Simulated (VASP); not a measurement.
Runs of VASP 6.6.1 on AgF4. The structure is that of space group P4/mmm (No. 123), or close to it. The cells are those of the table. 

```tsv
task	cell	k mesh	cutoff (eV)	gap on the mesh (eV)	pressure (GPa)	largest force (eV/Å)
single point	a = 3.621, b = 3.621, c = 5.299 Å, 5 atoms	10 × 10 × 8	520	none	-0.1	0.03
relaxation of cell and atoms	relaxed from a = 3.634, b = 3.634, c = 5.026 Å, 5 atoms	10 × 10 × 8	600	none	0.0	-
single point	a = 3.634, b = 3.634, c = 5.026 Å, 5 atoms	6 × 6 × 4	520	none	-0.1	-
single point	a = 3.581, b = 3.581, c = 5.065 Å, 5 atoms	6 × 6 × 4	520	none	-0.6	(a)
```

Alike in all rows: level PBE; potentials or basis VASP PAW PBE potentials, release 64 (Ag, F); no spin polarisation; smearing gaussian 0.1 eV.

Q: Estimate the missing entries.

A: (a) 0.39.

Caveats: an odd number of electrons without spin polarisation forces a metal; a magnetic or distorted state may lie lower.

A k mesh can miss the band edges, and the runs leave out spin-orbit coupling on Ag.

A gap of «none» marks levels without a gap at the run's occupations.
